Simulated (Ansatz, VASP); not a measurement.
One calculation of CdF2, two programs

```
Cd F
1.0
     0.00000    2.74255    2.59112
     2.74255    0.00000    2.59112
     2.74255    2.74255    0.00000
Cd F
1 2
Direct
  0.00000 0.00000 0.00000
  0.25000 0.25000 0.25000
  0.75000 0.75000 0.75000
```

Change from the starting cell: strain +e along x and -e along y +0.0000, strain +e along z and -e/2 along x and y -0.0375.

Alike in both runs: task single point; functional PBEsol; k mesh 8 × 8 × 8; occupations gaussian, width 0.05 eV; no spin polarisation.

|  | VASP | Ansatz |
| --- | --- | --- |
| version | VASP 6.6.1 | Ansatz 0.2.0 |
| potentials or method | VASP PAW PBE potentials, release 64 (Cd, F), cutoff 520 eV | scalar-relativistic, plane waves, PAW |
| valence electrons in the cell | 26 | 34 |

|  | VASP | Ansatz | Ansatz less VASP |
| --- | --- | --- | --- |
| gap on the k mesh at the Fermi level (eV) | 2.81 | 2.84 | +0.033 |
| least direct gap on the mesh (eV) | 3.32 | 3.35 | +0.032 |
| pressure (GPa) | 0.9 | 0.1 | -0.79 |
| traceless stress, the component that is largest in VASP (GPa) | 4.24 | 4.30 | +0.066 |

VASP's potentials were made for PBE, not for PBEsol. VASP's potentials hold 26 valence electrons a cell and Ansatz's 34, so a difference there can come from the potentials and not from the codes.
